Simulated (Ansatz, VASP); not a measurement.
**BaTiO3: VASP beside Ansatz**

```
Ba Ti O
1.0
     4.01923    0.00000    0.00000
     0.00000    4.01923    0.00000
     0.00000    0.00000    4.01928
Ba Ti O
1 1 3
Direct
  0.98316 0.00159 0.98950
  0.50421 0.49960 0.50262
  0.50421 0.49960 0.00262
  0.50421 0.99960 0.50262
  0.00421 0.49960 0.50262
```

Change from the starting cell: all Ba atoms moved 0.1 Å in one direction.

Alike in both runs: task single point; functional PBE; k mesh 6 × 6 × 6; occupations gaussian, width 0.05 eV; no spin polarisation.

|  | VASP | Ansatz |
| --- | --- | --- |
| version | VASP 6.6.1 | Ansatz 0.2.0 |
| potentials or method | VASP PAW PBE potentials, release 64 (Ba_sv, Ti_sv, O), cutoff 520 eV | scalar-relativistic, plane waves, PAW |
| valence electrons in the cell | 40 | 40 |

VASP gave:

| Quantity | Value |
| --- | --- |
| gap on the k mesh at the Fermi level (eV) | 1.71 |
| least direct gap on the mesh (eV) | 1.87 |
| pressure (GPa) | 2.0 |
| traceless stress, the component that is largest in VASP (GPa) | 0.26 |
| rms of the force components (eV/Å) | 0.191 |

Question: Estimate Ansatz's values.

Answer: gap on the k mesh at the Fermi level (eV): 1.78; least direct gap on the mesh (eV): 1.90; pressure (GPa): 0.3; traceless stress, the component that is largest in VASP (GPa): 0.24; rms of the force components (eV/Å): 0.175.

Atom by atom the forces differ by 0.020 eV/Å (rms over components).

Neither program's run includes spin-orbit coupling.
